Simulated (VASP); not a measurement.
Write the native input for VASP 6.6.1 that does the following.

```
Task                   : single point
Functional             : PBE
Potentials or basis    : VASP PAW PBE potentials, release 64 (Mg, O)
Cutoff                 : 520 eV
k mesh                 : 9 × 9 × 6
Occupations            : gaussian, width 0.05 eV
Spin                   : no spin polarisation
Dipole correction      : no
Further INCAR settings : ALGO = Normal; EDIFF = 1e-06; NBANDS = 16
```

The structure of MgO lies in POSCAR:

```
MgO
1.0
    3.5967232819      0.0000000000      0.0000000000
   -1.7983616410      3.1148537325      0.0000000000
    0.0000000000      0.0000000000      4.1934196743
Mg O
2 2
Direct
    0.6666666667      0.3333333333      0.7500000000
    0.3333333333      0.6666666667      0.2500000000
    0.6666666667      0.3333333333      0.2500000000
    0.3333333333      0.6666666667      0.7500000000
```

These files were run (other wordings do the same):

INCAR

```
SYSTEM = MgO
PREC = Accurate ; ENCUT = 520
EDIFF = 1E-6 ; ISMEAR = 0
SIGMA = 0.05 ; LREAL = .FALSE.
LASPH = .TRUE. ; NELM = 100
ALGO = Normal ; ISIF = 2
LWAVE = .FALSE. ; LCHARG = .FALSE.
GGA = PE ; NBANDS = 16
```

KPOINTS

```
regular mesh
0
G
  9 9 6
  0 0 0
```

Potentials or basis: VASP PAW PBE potentials, release 64 (Mg, O).

Launch:

```bash
$ cat potpaw_PBE.64/Mg/POTCAR potpaw_PBE.64/O/POTCAR > POTCAR
$ mpirun -np 1 vasp_std > vasp.out
```

It gave:

```
Pressure               : -3.9 GPa
Band gap on the k mesh : 3.15 eV
```

Caveat: the cell stands under tension.

Run time: 46 s on 1 thread of Intel Xeon 8259CL (shared host), peak memory 0.18 GiB.
